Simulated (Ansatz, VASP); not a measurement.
## One calculation of PbO, two programs

INCAR

```
PREC = Accurate
ENCUT = 520
EDIFF = 1E-6
ISMEAR = 0
SIGMA = 0.05
LREAL = F
LASPH = T
NELM = 60
ALGO = Normal
ISIF = 2
LWAVE = F
LCHARG = F
GGA = PE
NBANDS = 28
```

The input KPOINTS:

```
Automatic mesh
0
Gamma
  8 8 6
```

File POSCAR:

```
PbO
1.0
    4.0638240000      0.0000000000      0.0000000000
    0.0000000000      3.8849760000      0.0000000000
    0.0000000000      0.0000000000      5.0220000000
Pb O
2 2
Direct
    0.0000000000      0.5000000000      0.2351000000
    0.5000000000      0.0000000000      0.7649000000
    0.0000000000      0.0000000000      0.0000000000
    0.5000000000      0.5000000000      0.0000000000
```

Input for Ansatz:

```yaml
crystal:
  lattice:
    - [4.063824, 0.0, 0.0]
    - [0.0, 3.884976, 0.0]
    - [0.0, 0.0, 5.022]
  atoms:
    - { symbol: Pb, position: [0.0, 0.5, 0.2351] }
    - { symbol: Pb, position: [0.5, 0.0, 0.7649] }
    - { symbol: O, position: [0.0, 0.0, 0.0] }
    - { symbol: O, position: [0.5, 0.5, 0.0] }
basis:
  ecutwfc: 420
kpoints:
  mp_grid: { grid: [8, 8, 6] }
hamiltonian:
  xc: pbe
scf:
  occupations: { method: gaussian, width: 0.05 }
output:
  forces: true
  stress: true
  eigenvalues: true
```

Change from the starting cell: strain +0.0225 x Voigt [1, -1, 0, 0, 0, 0], atoms carried along.

Alike in both runs: task single point; functional PBE; k mesh 8 × 8 × 6; occupations gaussian, width 0.05 eV; no spin polarisation.

|  | VASP | Ansatz |
| --- | --- | --- |
| version | VASP 6.6.1 | Ansatz 0.2.0 |
| potentials or method | VASP PAW PBE potentials, release 64 (Pb_d, O), cutoff 520 eV | scalar-relativistic, plane waves, PAW |
| valence electrons in the cell | 40 | 40 |

Ansatz gave:

| Property | Result |
| --- | --- |
| gap on the k mesh at the Fermi level (eV) | 1.22 |
| least direct gap on the mesh (eV) | 2.34 |
| pressure (GPa) | 5.1 |
| traceless stress, the component that is largest in VASP (GPa) | 2.05 |
| rms of the force components (eV/Å) | 0.257 |

**Question.** Which values does VASP return?

**Answer.** gap on the k mesh at the Fermi level (eV): 1.23; least direct gap on the mesh (eV): 2.33; pressure (GPa): 5.2; traceless stress, the component that is largest in VASP (GPa): 2.11; rms of the force components (eV/Å): 0.274.

Atom by atom the forces differ by 0.019 eV/Å (rms over components).

Spin-orbit coupling is off throughout.
